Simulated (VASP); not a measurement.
# SnO (P1) in VASP: notebook, part 2 of 2

VASP 6.6.1. The steps go on from the part before.

## (4) Single point, LDA

The input, INCAR:

```
PREC     = Accurate       # precision mode
ENCUT    = 910            # plane-wave cutoff, eV
EDIFF    = 1E-6           # SCF threshold, eV
ISMEAR   = 0              # smearing method
SIGMA    = 0.01           # smearing width, eV
LREAL    = False          # projectors in reciprocal space
LASPH    = True           # aspherical terms in the spheres
NELM     = 120            # most SCF steps
ALGO     = Normal         # electronic algorithm
ISIF     = 2              # what is computed and relaxed
LWAVE    = False          # write WAVECAR
LCHARG   = False          # write CHGCAR
NBANDS   = 28             # bands
GGA_COMPAT= False
```

The input, KPOINTS:

```
Automatic mesh
0
Gamma
  3 2 3
```

The input, POSCAR:

```
SnO
1.0
    3.3550050000      0.0000000000      0.0000000000
    0.0000000000      5.6741040000      0.0000000000
    0.0000000000      0.0000000000      4.2219700000
Sn O
2 2
Direct
   -0.0024587173      0.2288975089      0.5053714162
    0.4990199424      0.7759995377      0.0048789005
   -0.0025418613      0.9072279367      0.7487749829
    0.4969868122      0.0973331384      0.2505027262
```

Potentials or basis: VASP PAW LDA potentials, release 64 (Sn_d, O_h).

Command:

```sh
cat potpaw_LDA.64/Sn_d/POTCAR potpaw_LDA.64/O_h/POTCAR > POTCAR
mpirun -np 1 vasp_std > vasp.out
```

OUTCAR:

```text
PREC = Accurate
   ENCUT = 910
   EDIFF = 1E-6
   ISMEAR = 0
   LREAL = False
   LASPH = True
   NELM = 120
   ISIF = 2

 ion  position               nearest neighbor table
   1  0.998  0.229  0.505-   3 2.09   4 2.13   4 2.13   2 3.72   2 3.72   2 3.73   2 3.73
   2  0.499  0.776  0.005-   4 2.10   3 2.13   3 2.13   1 3.72   1 3.72   1 3.73   1 3.73
   3  0.997  0.907  0.749-   1 2.09   2 2.13   2 2.13
   4  0.497  0.097  0.251-   2 2.10   1 2.13   1 2.13

  LATTYP: Found a simple orthorhombic cell.
 ALAT       =     3.3550050000
 B/A-ratio  =     1.2584094510
 C/A-ratio  =     1.6912356315

  Lattice vectors:

 A1 = (  -3.3550050000,   0.0000000000,   0.0000000000)
 A2 = (   0.0000000000,   0.0000000000,   4.2219700000)
 A3 = (   0.0000000000,   5.6741040000,   0.0000000000)

Analysis of symmetry for initial positions (statically):
=====================================================================
 Subroutine PRICEL returns:
 Original cell was already a primitive cell.

 Routine SETGRP: Setting up the symmetry group for a
 simple orthorhombic supercell.

 Subroutine GETGRP returns: Found  1 space group operations
 (whereof  1 operations were pure point group operations)
 out of a pool of  8 trial point group operations.

The static configuration has the point symmetry C_1 .

Analysis of symmetry for dynamics (positions and initial velocities):
=====================================================================
 Subroutine PRICEL returns:
 Original cell was already a primitive cell.

 Routine SETGRP: Setting up the symmetry group for a
 simple orthorhombic supercell.

 Subroutine GETGRP returns: Found  1 space group operations
 (whereof  1 operations were pure point group operations)
 out of a pool of  8 trial point group operations.

The dynamic configuration has the point symmetry C_1 .

 Subroutine INISYM returns: Found  1 space group operations
 (whereof  1 operations are pure point group operations),
 and found     1 'primitive' translations

----------------------------------------------------------------------------------------

                                     Primitive cell

  volume of cell :      80.3722

  direct lattice vectors                    reciprocal lattice vectors
     3.355005000  0.000000000  0.000000000     0.298062149  0.000000000  0.000000000
     0.000000000  5.674104000  0.000000000     0.000000000  0.176239279  0.000000000
     0.000000000  0.000000000  4.221970000     0.000000000  0.000000000  0.236856254

  length of vectors
     3.355005000  5.674104000  4.221970000     0.298062149  0.176239279  0.236856254

  position of ions in fractional coordinates (direct lattice)
     0.997541283  0.228897509  0.505371416
     0.499019942  0.775999538  0.004878901
     0.997458139  0.907227937  0.748774983
     0.496986812  0.097333138  0.250502726

  ion indices of the primitive-cell ions
   primitive index   ion index
                 1           1
                 2           2
                 3           3
                 4           4

----------------------------------------------------------------------------------------

 KPOINTS: Automatic mesh

Automatic generation of k-mesh.
 Grid dimensions read from file:
 generate k-points for:    3    2    3

 Generating k-lattice:

  Cartesian coordinates                     Fractional coordinates (reciprocal lattice)
     0.099354050  0.000000000  0.000000000     0.333333333  0.000000000  0.000000000
     0.000000000  0.088119640  0.000000000     0.000000000  0.500000000  0.000000000
     0.000000000  0.000000000  0.078952085     0.000000000  0.000000000  0.333333333

  Length of vectors
     0.099354050  0.088119640  0.078952085

  Shift w.r.t. Gamma in fractional coordinates (k-lattice)
     0.000000000  0.000000000  0.000000000

 Subroutine IBZKPT returns following result:
 ===========================================

 Found     10 irreducible k-points:

 Following reciprocal coordinates:
            Coordinates               Weight
  0.000000  0.000000  0.000000      1.000000
  0.333333  0.000000  0.000000      2.000000
  0.000000  0.500000  0.000000      1.000000
  0.333333  0.500000  0.000000      2.000000
  0.000000  0.000000  0.333333      2.000000
  0.333333  0.000000  0.333333      2.000000
  0.333333  0.000000 -0.333333      2.000000
  0.000000  0.500000  0.333333      2.000000
  0.333333  0.500000  0.333333      2.000000
  0.333333  0.500000 -0.333333      2.000000
   k-points           NKPTS =     10   k-points in BZ     NKDIM =     10   number of bands    NBANDS=     28
   number of dos      NEDOS =    301   number of ions     NIONS =      4
   total plane-waves  NPLWV =  84672
   dimension x,y,z NGX =    36 NGY =   56 NGZ =   42
   dimension x,y,z NGXF=    72 NGYF=  112 NGZF=   84
   ions per type =               2   2
   NGX,Y,Z   is equivalent  to a cutoff of  17.84, 16.41, 16.54 a.u.
   NGXF,Y,Z  is equivalent  to a cutoff of  35.68, 32.81, 33.08 a.u.
 SYSTEM =  unknown system
   PREC   = accura    normal or accurate (medium, high low for compatibility)
   ISTART =      0    job   : 0-new  1-cont  2-samecut
   ICHARG =      2    charge: 1-file 2-atom 10-const
   ISPIN  =      1    spin polarized calculation?
   LNONCOLLINEAR =      F non collinear calculations
   LSORBIT =      F    spin-orbit coupling
   LASPH  =      T    aspherical Exc in radial PAW
   ENCUT  =  910.0 eV  66.88 Ry    8.18 a.u.   8.25 13.96 10.38*2*pi/ulx,y,z
   NELM   =    120;   NELMIN=  2; NELMDL= -5     # of ELM steps
   EDIFF  = 0.1E-05   stopping-criterion for ELM
   LREAL  =      F    real-space projection
   EDIFFG = 0.1E-04   stopping-criterion for IOM
   NSW    =      0    number of steps for IOM
   IBRION =     -1    ionic relax: 0-MD 1-quasi-New 2-CG
   NFREE  =      0    steps in history (QN), initial steepest desc. (CG)
   ISIF   =      2    stress and relaxation
   ISYM   =      2    0-nonsym 1-usesym 2-fastsym
   POTIM  = 0.5000    time-step for ionic-motion
   TEBEG  =    0.0;   TEEND  =   0.0 temperature during run
   PSTRESS=    0.0 pullay stress
   NELECT =      40.0000    total number of electrons
   NUPDOWN=      -1.0000    fix difference up-down
   EMIN   =  10.00;   EMAX   =-10.00  energy-range for DOS
   EFERMI =   0.00;   METHOD = LEGACY
   ISMEAR =     0;   SIGMA  =   0.01  broadening in eV -4-tet -1-fermi 0-gaus
   EFERMI_NEDOS =   21; number of points for ismear=-14 and -15
   IALGO  =     38    algorithm
   IMIX   =      4    mixing-type and parameters
     AMIX     =   0.40;   BMIX     =  1.00
     AMIX_MAG =   1.60;   BMIX_MAG =  1.00
  volume/ion in A,a.u.               =      20.09       135.59
  Fermi-wavevector in a.u.,A,eV,Ry     =   1.297357  2.451650 22.900458  1.683136
  Thomas-Fermi vector in A             =   2.428755
   LORBIT       =      0    0 simple, 1 ext, 2 COOP (PROOUT), +10 PAW based schemes
   GGA     = CA    functional components
   LHFCALC =     F    Hartree Fock is set to
   AEXX    =    0.0000 exact exchange contribution
   IVDW    =     0    specifies the selected vdW correction
   LEPSILON=     F    determine dielectric tensor
   LRPA    =     F    only Hartree local field effects (RPA)
 non-spin polarized calculation
 Gauss-broadening in eV      SIGMA  =   0.01
  energy-cutoff  :      910.00
  volume of cell :       80.37
 maximum number of plane-waves:      5032
 NGX is ok and might be reduce to    36
   NGX = 17   NGY = 27   NGZ = 21

 number of electron      40.0000002 magnetization

 Free energy of the ion-electron system (eV)
  ---------------------------------------------------
  ext. energy  EPLUGINS =         0.00000000
  ---------------------------------------------------
  free energy    TOTEN  =       -25.23672560 eV

  energy without entropy =      -25.23672560  energy(sigma->0) =      -25.23672560

 E-fermi :   5.0167     XC(G=0):  -9.9230

 val. band max:        4.9593815946   @ k =   0.0000   0.0000   0.0000
 cond. band min:       6.5113694158   @ k =   0.0000   0.5000   0.3333
 fundamental gap:      1.5519878212
 Fermi energy:         5.0166828105

 k-point     1 :       0.0000    0.0000    0.0000
  band No.  band energies     occupation
      1     -16.4220      2.00000
      2     -16.0155      2.00000
      3     -15.9206      2.00000
      4     -15.8989      2.00000
      5     -15.8710      2.00000
      6     -15.8429      2.00000
[... 299 lines left out ...]
     27      14.4823      0.00000
     28      14.7920      0.00000

------------------------ aborting loop because EDIFF is reached ----------------------------------------

  FORCE on cell =-STRESS in cart. coord.  units (eV):
  Direction    XX          YY          ZZ          XY          YZ          ZX
  --------------------------------------------------------------------------------------
  -------------------------------------------------------------------------------------
  Total       -1.6614583     -0.4497887     -0.6232931      0.0275073     -0.0270220     -0.0388886
  in kB      -33.1203121     -8.9663042    -12.4250252      0.5483430     -0.5386690     -0.7752233
  external PRESSURE =     -18.1705472 kB  Pullay stress =       0.0000000 kB

 VOLUME and BASIS-vectors are now :
 -----------------------------------------------------------------------------
  energy-cutoff  :      910.00
  volume of cell :       80.37
      direct lattice vectors                 reciprocal lattice vectors
     3.355005000  0.000000000  0.000000000     0.298062149  0.000000000  0.000000000
     0.000000000  5.674104000  0.000000000     0.000000000  0.176239279  0.000000000
     0.000000000  0.000000000  4.221970000     0.000000000  0.000000000  0.236856254

 POSITION                                       TOTAL-FORCE (eV/Angst)
 -----------------------------------------------------------------------------------
      3.34676      1.29879      2.13366        -0.009766      0.046221     -0.022209
      1.67421      4.40310      0.02060        -0.035707     -0.027719     -0.020850
      3.34648      5.14771      3.16131         0.026981     -0.010254      0.049596
      1.66739      0.55228      1.05761         0.018493     -0.008249     -0.006537
 -----------------------------------------------------------------------------------
    total drift:                                0.000526     -0.000755      0.000059

  FREE ENERGIE OF THE ION-ELECTRON SYSTEM (eV)
  ---------------------------------------------------
  free  energy   TOTEN  =       -25.2367255951 eV

  energy  without entropy=      -25.2367255951  energy(sigma->0) =      -25.23672560
```

It took 27 s on 1 thread of Intel Xeon Platinum 8559C (Emerald Rapids), shared host; peak memory 0.24 GiB.

Results:

```
Free energy            : -25.2367 eV
Pressure               : -1.8 GPa
Largest force          : 0.057 eV/Å
Band gap on the k mesh : 1.55 eV, indirect (least direct gap 2.26 eV)
```

Forces on the atoms (eV/Å):
```
Sn  -0.010  0.046 -0.022
Sn  -0.036 -0.028 -0.021
O    0.027 -0.010  0.050
O    0.018 -0.008 -0.007
```

Caveat: the k points lie up to 0.62 Å⁻¹ apart; the cutoff is under 1.25 times the usual one of these potentials, so pressure, stress and relaxed cells hold a basis-set (Pulay) error; spin-orbit coupling is left out, which moves the levels of the heavy elements. Expect the measured gap to be larger: semilocal functionals such as LDA lack the derivative discontinuity.

## (5) The runs side by side

```tsv
task	potentials or basis	cell	cutoff (eV)	second run	gap on the mesh (eV)	pressure (GPa)	largest force (eV/Å)
single point	VASP PAW LDA potentials, release 64 (Sn_d, O)	as given	520	-	1.55	-1.7	0.06
relaxation of the atoms	VASP PAW LDA potentials, release 64 (Sn_d, O)	atoms relaxed	520	-	1.55	-1.8	0.07
single point	VASP PAW LDA potentials, release 64 (Sn_d, O_h)	as given	910	hard_potentials	1.55	-1.8	0.06
```

Alike in all rows: level LDA; no spin polarisation; k mesh 3 × 2 × 3; smearing gaussian 0.01 eV.

Caveats: all runs use coarse meshes; spin-orbit coupling is left out, which moves the levels of the heavy elements; the relaxation stopped at a loose force limit of 0.1 eV/Å, so its end isn't a converged minimum (some runs); the cutoff is under 1.25 times the usual one of these potentials, so pressure, stress and relaxed cells hold a basis-set (Pulay) error (some runs).

Absolute energies hang on the potentials; compare differences alone.
